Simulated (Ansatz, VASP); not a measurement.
# InP: VASP beside Ansatz

INCAR

```
  PREC = Accurate
  ENCUT = 520
  EDIFF = 1E-6
  ISMEAR = 0
  SIGMA = 0.15
  LREAL = False
  LASPH = True
  NELM = 100
  ALGO = Normal
  ISIF = 2
  LWAVE = False
  LCHARG = False
  GGA = PE
  NBANDS = 16
```

File KPOINTS:

```
regular mesh
0
Gamma
  18 18 18
```

Contents of POSCAR:

```
InP
1.0
    0.0000000000      2.7701604164      2.8809668331
    2.7701604164      0.0000000000      2.8809668331
    2.7701604164      2.7701604164      0.0000000000
In P
1 1
Direct
    0.0000000000      0.0000000000      0.0000000000
    0.5000000000      0.5000000000      0.5000000000
```

Input for Ansatz:

```yaml
crystal:
  lattice:
    - [0.0, 2.7701604164, 2.8809668331]
    - [2.7701604164, 0.0, 2.8809668331]
    - [2.7701604164, 2.7701604164, 0.0]
  atoms:
    - { symbol: In, position: [0.0, 0.0, 0.0] }
    - { symbol: P, position: [0.5, 0.5, 0.5] }
basis:
  ecutwfc: 420
kpoints:
  mp_grid: { grid: [18, 18, 18] }
hamiltonian:
  xc: pbe
scf:
  occupations: { method: gaussian, width: 0.15 }
output:
  forces: true
  stress: true
  eigenvalues: true
```

Change from the starting cell: strain +0.0400 x Voigt [0, 0, 1, 0, 0, 0], atoms carried along.

Alike in both runs: task single point; functional PBE; k mesh 18 × 18 × 18; occupations gaussian, width 0.15 eV; no spin polarisation.

|  | VASP | Ansatz |
| --- | --- | --- |
| version | VASP 6.6.1 | Ansatz 0.2.0 |
| potentials or method | VASP PAW PBE potentials, release 64 (In_d, P), cutoff 520 eV | scalar-relativistic, plane waves, PAW |
| valence electrons in the cell | 18 | 18 |

|  | VASP | Ansatz | Ansatz less VASP |
| --- | --- | --- | --- |
| gap on the k mesh at the Fermi level (eV) | none | none | - |
| pressure (GPa) | -2.5 | -2.4 | +0.05 |
| traceless stress, the component that is largest in VASP (GPa) | -2.06 | -2.07 | -0.009 |

A gap of «none» marks a metal or a gap that the smearing closes. With one functional, cell and mesh, what is left measures potentials, basis and numerics.
